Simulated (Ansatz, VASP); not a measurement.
Zn in VASP and in Ansatz

```
Zn
1.0
     2.59270    0.00000    0.00000
    -1.29635    2.24535    0.00000
     0.00000    0.00000    4.89472
Zn
2
Direct
  0.33333 0.66667 0.25000
  0.66667 0.33333 0.75000
```

Alike in both runs: functional PBEsol; k mesh 18 × 18 × 8; occupations gaussian, width 0.1 eV; no spin polarisation.

Ansatz relaxed the structure, and its values are those at the end. VASP's run is a single point on that final structure, the one shown.

|  | VASP | Ansatz |
| --- | --- | --- |
| version | VASP 6.6.1 | Ansatz 0.2.0 |
| potentials or method | VASP PAW PBE potentials, release 64 (Zn), cutoff 520 eV | scalar-relativistic, plane waves, PAW |
| valence electrons in the cell | 24 | 24 |

```csv
,VASP,Ansatz,Ansatz less VASP
gap on the k mesh at the Fermi level (eV),none,none,-
pressure (GPa),0.5,0.0,-0.48
```

VASP's potentials were made for PBE, not for PBEsol. A gap of «none» marks a metal or a gap that the smearing closes.
